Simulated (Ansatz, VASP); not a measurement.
CuI: VASP beside Ansatz

The input INCAR:

```
SYSTEM = CuI
  PREC = Accurate
  ENCUT = 520
  EDIFF = 1E-6
  ISMEAR = 0
  SIGMA = 0.05
  LREAL = .FALSE.
  LASPH = .TRUE.
  NELM = 80
  ALGO = Normal
  ISIF = 2
  LWAVE = .FALSE.
  LCHARG = .FALSE.
  GGA = PE
  NBANDS = 16
```

File KPOINTS:

```
Automatic mesh
0
G
  8 8 8
  0 0 0
```

File POSCAR:

```
CuI
1.0
    0.0000000000      3.1719065954      2.8114754436
    2.8114754436      0.0000000000      2.8114754436
    2.8114754436      3.1719065954      0.0000000000
Cu I
1 1
Direct
    0.7500000000      0.7500000000      0.7500000000
    0.0000000000      0.0000000000      0.0000000000
```

Input for Ansatz:

```yaml
crystal:
  lattice:
    - [0.0, 3.1719065954, 2.8114754436]
    - [2.8114754436, 0.0, 2.8114754436]
    - [2.8114754436, 3.1719065954, 0.0]
  atoms:
    - { symbol: Cu, position: [0.75, 0.75, 0.75] }
    - { symbol: I, position: [0.0, 0.0, 0.0] }
basis:
  ecutwfc: 520.0
kpoints:
  mp_grid: { grid: [8, 8, 8] }
hamiltonian:
  xc: pbe
scf:
  occupations: { method: gaussian, width: 0.05 }
output:
  forces: true
  stress: true
  eigenvalues: true
```

Alike in both runs: task single point; functional PBE; k mesh 8 × 8 × 8; occupations gaussian, width 0.05 eV; no spin polarisation.

```csv
,VASP,Ansatz
version,VASP 6.6.1,Ansatz 0.2.0
potentials or method,"VASP PAW PBE potentials, release 64 (Cu, I), cutoff 520 eV","scalar-relativistic, plane waves, PAW"
valence electrons in the cell,18,36
```

Ansatz gave:

```
gap on the k mesh at the Fermi level (eV)                     : 1.31
least direct gap on the mesh (eV)                             : 1.31
pressure (GPa)                                                : 5.7
traceless stress, the component that is largest in VASP (GPa) : -1.58
```

**Question.** Which values does VASP return?

**Answer.** gap on the k mesh at the Fermi level (eV): 1.34; least direct gap on the mesh (eV): 1.34; pressure (GPa): 6.0; traceless stress, the component that is largest in VASP (GPa): -1.56.

VASP's potentials hold 18 valence electrons a cell and Ansatz's 36, so a difference there can come from the potentials and not from the codes.

Neither program's run includes spin-orbit coupling.
